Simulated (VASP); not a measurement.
# MoS2 (P6_3/mmc) in VASP: single point with PBE

Aim: the single point of MoS2 with PBE.

All numbers are computed with VASP 6.6.1; they aren't measurements. Logs are shortened: lines on timing, memory, paths and dates and some standing lists are left out, and cuts for length are marked.

### 1 The cell of the first run

It takes space group P6_3/mmc (No. 194, hexagonal). Conventional cell: a = 3.160 Å, b = 3.160 Å, c = 12.290 Å, α = 90.00°, β = 90.00°, γ = 120.00°. Within 3.2 Å of Mo (site symmetry -6m2) lie 6 S at 2.37 Å and 6 Mo at 3.16 Å. Within 3.2 Å of S (site symmetry 3m) lie 3 Mo at 2.37 Å and 7 S at 3.02 to 3.16 Å.

### 2 Single point, PBE

Contents of INCAR:

```
SYSTEM = MoS2
  PREC = Accurate
  ENCUT = 500
  EDIFF = 1E-6
  ISMEAR = 0
  SIGMA = 0.01
  LREAL = .False.
  LASPH = .True.
  NELM = 120
  ALGO = Normal
  ISIF = 2
  LWAVE = .False.
  LCHARG = .False.
  GGA = PE
  NBANDS = 35
  GGA_COMPAT = .False.
```

Contents of KPOINTS:

```
regular mesh
0
Gamma
  9 9 2
  0 0 0
```

Contents of POSCAR:

```
MoS2
1.0
    3.1600000000      0.0000000000      0.0000000000
   -1.5800000000      2.7366402760      0.0000000000
    0.0000000000      0.0000000000     12.2900000000
Mo S
2 4
Direct
    0.3333333300      0.6666666700      0.2500000000
    0.6666666700      0.3333333300      0.7500000000
    0.6666666700      0.3333333300      0.1270000000
    0.6666666700      0.3333333300      0.3730000000
    0.3333333300      0.6666666700      0.6270000000
    0.3333333300      0.6666666700      0.8730000000
```

Potentials or basis: VASP PAW PBE potentials, release 64 (Mo_sv, S).

Run with:

```
$ cat potpaw_PBE.64/Mo_sv/POTCAR potpaw_PBE.64/S/POTCAR > POTCAR
$ mpirun -np 1 vasp_std > vasp.out
```

OUTCAR:

```text
SYSTEM = MoS2
   PREC = Accurate
   ENCUT = 500
   EDIFF = 1E-6
   ISMEAR = 0
   LREAL = .False.
   LASPH = .True.
   NELM = 120
   ISIF = 2
   GGA = PE

 ion  position               nearest neighbor table
   1  0.333  0.667  0.250-   3 2.37   4 2.37   3 2.37   4 2.37   3 2.37   4 2.37
   2  0.667  0.333  0.750-   5 2.37   6 2.37   5 2.37   6 2.37   5 2.37   6 2.37
   3  0.667  0.333  0.127-   1 2.37   1 2.37   1 2.37
   4  0.667  0.333  0.373-   1 2.37   1 2.37   1 2.37
   5  0.333  0.667  0.627-   2 2.37   2 2.37   2 2.37
   6  0.333  0.667  0.873-   2 2.37   2 2.37   2 2.37

  LATTYP: Found a hexagonal cell.
 ALAT       =     3.1600000000
 C/A-ratio  =     3.8892405063

  Lattice vectors:

 A1 = (   3.1600000000,   0.0000000000,   0.0000000000)
 A2 = (  -1.5800000000,   2.7366402760,   0.0000000000)
 A3 = (   0.0000000000,   0.0000000000,  12.2900000000)

Analysis of symmetry for initial positions (statically):
=====================================================================
 Subroutine PRICEL returns:
 Original cell was already a primitive cell.

 Routine SETGRP: Setting up the symmetry group for a
 hexagonal supercell.

 Subroutine GETGRP returns: Found 24 space group operations
 (whereof 12 operations were pure point group operations)
 out of a pool of 24 trial point group operations.

The static configuration has the point symmetry D_3d.
 The point group associated with its full space group is D_6h.

Analysis of symmetry for dynamics (positions and initial velocities):
=====================================================================
 Subroutine PRICEL returns:
 Original cell was already a primitive cell.

 Routine SETGRP: Setting up the symmetry group for a
 hexagonal supercell.

 Subroutine GETGRP returns: Found 24 space group operations
 (whereof 12 operations were pure point group operations)
 out of a pool of 24 trial point group operations.

The dynamic configuration has the point symmetry D_3d.
 The point group associated with its full space group is D_6h.

 Subroutine INISYM returns: Found 24 space group operations
 (whereof 12 operations are pure point group operations),
 and found     1 'primitive' translations

----------------------------------------------------------------------------------------

                                     Primitive cell

  volume of cell :     106.2813

  direct lattice vectors                    reciprocal lattice vectors
     3.160000000  0.000000000  0.000000000     0.316455696  0.182705781  0.000000000
    -1.580000000  2.736640276  0.000000000     0.000000000  0.365411563  0.000000000
     0.000000000  0.000000000 12.290000000     0.000000000  0.000000000  0.081366965

  length of vectors
     3.160000000  3.160000000 12.290000000     0.365411563  0.365411563  0.081366965

  position of ions in fractional coordinates (direct lattice)
     0.333333330  0.666666670  0.250000000
     0.666666670  0.333333330  0.750000000
     0.666666670  0.333333330  0.127000000
     0.666666670  0.333333330  0.373000000
     0.333333330  0.666666670  0.627000000
     0.333333330  0.666666670  0.873000000

  ion indices of the primitive-cell ions
   primitive index   ion index
                 1           1
                 2           2
                 3           3
                 4           4
                 5           5
                 6           6

----------------------------------------------------------------------------------------

 KPOINTS: regular mesh

Automatic generation of k-mesh.
 Grid dimensions read from file:
 generate k-points for:    9    9    2

 Generating k-lattice:

  Cartesian coordinates                     Fractional coordinates (reciprocal lattice)
     0.035161744  0.020300642  0.000000000     0.111111111  0.000000000  0.000000000
     0.000000000  0.040601285  0.000000000     0.000000000  0.111111111  0.000000000
     0.000000000  0.000000000  0.040683483     0.000000000  0.000000000  0.500000000

  Length of vectors
     0.040601285  0.040601285  0.040683483

  Shift w.r.t. Gamma in fractional coordinates (k-lattice)
     0.000000000  0.000000000  0.000000000

 Subroutine IBZKPT returns following result:
 ===========================================

 Found     24 irreducible k-points:

 Following reciprocal coordinates:
            Coordinates               Weight
  0.000000  0.000000  0.000000      1.000000
  0.111111  0.000000  0.000000      6.000000
  0.222222  0.000000  0.000000      6.000000
  0.333333  0.000000  0.000000      6.000000
  0.444444  0.000000  0.000000      6.000000
  0.111111  0.111111  0.000000      6.000000
[... 16 lines left out ...]
  0.333333  0.222222  0.500000     12.000000
  0.333333  0.333333  0.500000      2.000000
   k-points           NKPTS =     24   k-points in BZ     NKDIM =     24   number of bands    NBANDS=     35
   number of dos      NEDOS =    301   number of ions     NIONS =      6
   total plane-waves  NPLWV =  51840
   dimension x,y,z NGX =    24 NGY =   24 NGZ =   90
   dimension x,y,z NGXF=    48 NGYF=   48 NGZF=  180
   ions per type =               2   4
   NGX,Y,Z   is equivalent  to a cutoff of  12.63, 12.63, 12.17 a.u.
   NGXF,Y,Z  is equivalent  to a cutoff of  25.25, 25.25, 24.35 a.u.
 SYSTEM =  MoS2
   PREC   = accura    normal or accurate (medium, high low for compatibility)
   ISTART =      0    job   : 0-new  1-cont  2-samecut
   ICHARG =      2    charge: 1-file 2-atom 10-const
   ISPIN  =      1    spin polarized calculation?
   LNONCOLLINEAR =      F non collinear calculations
   LSORBIT =      F    spin-orbit coupling
   LASPH  =      T    aspherical Exc in radial PAW
   ENCUT  =  500.0 eV  36.75 Ry    6.06 a.u.   5.76  5.76 22.41*2*pi/ulx,y,z
   NELM   =    120;   NELMIN=  2; NELMDL= -5     # of ELM steps
   EDIFF  = 0.1E-05   stopping-criterion for ELM
   LREAL  =      F    real-space projection
   EDIFFG = 0.1E-04   stopping-criterion for IOM
   NSW    =      0    number of steps for IOM
   IBRION =     -1    ionic relax: 0-MD 1-quasi-New 2-CG
   NFREE  =      0    steps in history (QN), initial steepest desc. (CG)
   ISIF   =      2    stress and relaxation
   ISYM   =      2    0-nonsym 1-usesym 2-fastsym
   POTIM  = 0.5000    time-step for ionic-motion
   TEBEG  =    0.0;   TEEND  =   0.0 temperature during run
   PSTRESS=    0.0 pullay stress
   NELECT =      52.0000    total number of electrons
   NUPDOWN=      -1.0000    fix difference up-down
   EMIN   =  10.00;   EMAX   =-10.00  energy-range for DOS
   EFERMI =   0.00;   METHOD = LEGACY
   ISMEAR =     0;   SIGMA  =   0.01  broadening in eV -4-tet -1-fermi 0-gaus
   EFERMI_NEDOS =   21; number of points for ismear=-14 and -15
   IALGO  =     38    algorithm
   IMIX   =      4    mixing-type and parameters
     AMIX     =   0.40;   BMIX     =  1.00
     AMIX_MAG =   1.60;   BMIX_MAG =  1.00
  volume/ion in A,a.u.               =      17.71       119.54
  Fermi-wavevector in a.u.,A,eV,Ry     =   1.290002  2.437750 22.641525  1.664105
  Thomas-Fermi vector in A             =   2.421860
   LORBIT       =      0    0 simple, 1 ext, 2 COOP (PROOUT), +10 PAW based schemes
   GGA     = PE    functional components
   LHFCALC =     F    Hartree Fock is set to
   AEXX    =    0.0000 exact exchange contribution
   IVDW    =     0    specifies the selected vdW correction
   LEPSILON=     F    determine dielectric tensor
   LRPA    =     F    only Hartree local field effects (RPA)
 non-spin polarized calculation
 Gauss-broadening in eV      SIGMA  =   0.01
  energy-cutoff  :      500.00
  volume of cell :      106.28
 maximum number of plane-waves:      2716
 NGX is ok and might be reduce to    24
   NGX = 11   NGY = 11   NGZ = 45

 number of electron      51.9999988 magnetization

 Free energy of the ion-electron system (eV)
  ---------------------------------------------------
  ext. energy  EPLUGINS =         0.00000000
  ---------------------------------------------------
  free energy    TOTEN  =       -43.48917789 eV

  energy without entropy =      -43.48917789  energy(sigma->0) =      -43.48917789

 E-fermi :   7.9123     XC(G=0): -10.7948

 val. band max:        7.7338513821   @ k =   0.0000   0.0000   0.0000
 cond. band min:       8.5051340212   @ k =   0.3333   0.3333   0.0000
 fundamental gap:      0.7712826391
 Fermi energy:         7.9123337823

 k-point     1 :       0.0000    0.0000    0.0000
  band No.  band energies     occupation
      1     -53.8966      2.00000
      2     -53.8966      2.00000
      3     -28.0701      2.00000
      4     -28.0700      2.00000
      5     -27.8520      2.00000
      6     -27.8520      2.00000
[... 27 lines left out ...]
     34      10.2065      0.00000
     35      13.1236      0.00000

 k-point     2 :       0.1111    0.0000    0.0000
  band No.  band energies     occupation
      1     -53.8917      2.00000
      2     -53.8917      2.00000
      3     -28.0602      2.00000
      4     -28.0601      2.00000
      5     -27.9020      2.00000
      6     -27.9020      2.00000
[... 27 lines left out ...]
     34      10.1171      0.00000
     35      13.9664      0.00000

 k-point     3 :       0.2222    0.0000    0.0000
  band No.  band energies     occupation
      1     -53.8791      2.00000
      2     -53.8791      2.00000
      3     -28.0349      2.00000
      4     -28.0348      2.00000
      5     -28.0267      2.00000
      6     -28.0267      2.00000
[... 27 lines left out ...]
     34      10.8216      0.00000
     35      15.1257      0.00000

 k-point     4 :       0.3333    0.0000    0.0000
  band No.  band energies     occupation
      1     -53.8648      2.00000
      2     -53.8648      2.00000
      3     -28.1656      2.00000
      4     -28.1656      2.00000
      5     -28.0059      2.00000
      6     -28.0059      2.00000
[... 27 lines left out ...]
     34      11.3932      0.00000
     35      14.4245      0.00000

 k-point     5 :       0.4444    0.0000    0.0000
  band No.  band energies     occupation
      1     -53.8554      2.00000
      2     -53.8554      2.00000
      3     -28.2547      2.00000
      4     -28.2547      2.00000
      5     -27.9870      2.00000
      6     -27.9870      2.00000
[... 638 lines left out ...]
 k-point    22 :       0.2222    0.2222    0.5000
  band No.  band energies     occupation
      1     -53.8585      2.00000
      2     -53.8585      2.00000
      3     -28.1736      2.00000
      4     -28.1736      2.00000
      5     -27.9932      2.00000
      6     -27.9932      2.00000
[... 27 lines left out ...]
     34      11.7236      0.00000
     35      15.1114      0.00000

 k-point    23 :       0.3333    0.2222    0.5000
  band No.  band energies     occupation
      1     -53.8513      2.00000
      2     -53.8513      2.00000
      3     -28.2060      2.00000
      4     -28.2060      2.00000
      5     -28.0448      2.00000
      6     -28.0448      2.00000
[... 27 lines left out ...]
     34      11.7986      0.00000
     35      14.2512      0.00000

 k-point    24 :       0.3333    0.3333    0.5000
  band No.  band energies     occupation
      1     -53.8488      2.00000
      2     -53.8488      2.00000
      3     -28.1675      2.00000
      4     -28.1675      2.00000
      5     -28.1136      2.00000
      6     -28.1136      2.00000
[... 27 lines left out ...]
     34      11.9994      0.00000
     35      14.2929      0.00000

------------------------ aborting loop because EDIFF is reached ----------------------------------------

  FORCE on cell =-STRESS in cart. coord.  units (eV):
  Direction    XX          YY          ZZ          XY          YZ          ZX
  --------------------------------------------------------------------------------------
  -------------------------------------------------------------------------------------
  Total        4.1427842      4.1427842      8.0854413     -0.0000000      0.0000000      0.0000000
  in kB       62.4519800     62.4519800    121.8870684     -0.0000000      0.0000000      0.0000000
  external PRESSURE =      82.2636761 kB  Pullay stress =       0.0000000 kB

 VOLUME and BASIS-vectors are now :
 -----------------------------------------------------------------------------
  energy-cutoff  :      500.00
  volume of cell :      106.28
      direct lattice vectors                 reciprocal lattice vectors
     3.160000000  0.000000000  0.000000000     0.316455696  0.182705781  0.000000000
    -1.580000000  2.736640276  0.000000000     0.000000000  0.365411563  0.000000000
     0.000000000  0.000000000 12.290000000     0.000000000  0.000000000  0.081366965

 POSITION                                       TOTAL-FORCE (eV/Angst)
 -----------------------------------------------------------------------------------
     -0.00000      1.82443      3.07250        -0.000000      0.000000      0.000000
      1.58000      0.91221      9.21750         0.000000      0.000000      0.000000
      1.58000      0.91221      1.56083         0.000000      0.000000     -1.081694
      1.58000      0.91221      4.58417         0.000000      0.000000      1.081694
     -0.00000      1.82443      7.70583        -0.000000     -0.000000     -1.081694
     -0.00000      1.82443     10.72917        -0.000000     -0.000000      1.081694
 -----------------------------------------------------------------------------------
    total drift:                               -0.000014      0.000008     -0.000000

  FREE ENERGIE OF THE ION-ELECTRON SYSTEM (eV)
  ---------------------------------------------------
  free  energy   TOTEN  =       -43.4891778883 eV

  energy  without entropy=      -43.4891778883  energy(sigma->0) =      -43.48917789
```

Run time: 67 s. Hardware: 1 thread of Intel Xeon Platinum 8259CL at 2.50GHz (Skylake/Cascade Lake), shared host; peak memory 0.24 GiB.

What came out:

```yaml
Free_energy: -43.4892 eV
Pressure: 8.2 GPa
Largest_force: 1.082 eV/Å
Band_gap_on_the_k_mesh: 0.77 eV (least direct gap 1.60 eV)
```

Forces on the atoms (eV/Å):
```
Mo   0.000  0.000  0.000
Mo   0.000  0.000  0.000
S    0.000  0.000 -1.082
S    0.000  0.000  1.082
S    0.000  0.000 -1.082
S    0.000  0.000  1.082
```

Stress tensor (GPa, compression positive):
```
 6.25  0.00  0.00
 0.00  6.25  0.00
 0.00  0.00 12.19
```

Caveat: the cell stands under pressure; an odd mesh through Γ misses points on the zone boundary, where band edges can lie; this functional lacks dispersion, which binds the layers, so the pressure and a relaxed spacing across them are unreliable; forces of over 1 eV/Å act on the atoms, so gaps and moduli don't describe the material at rest.
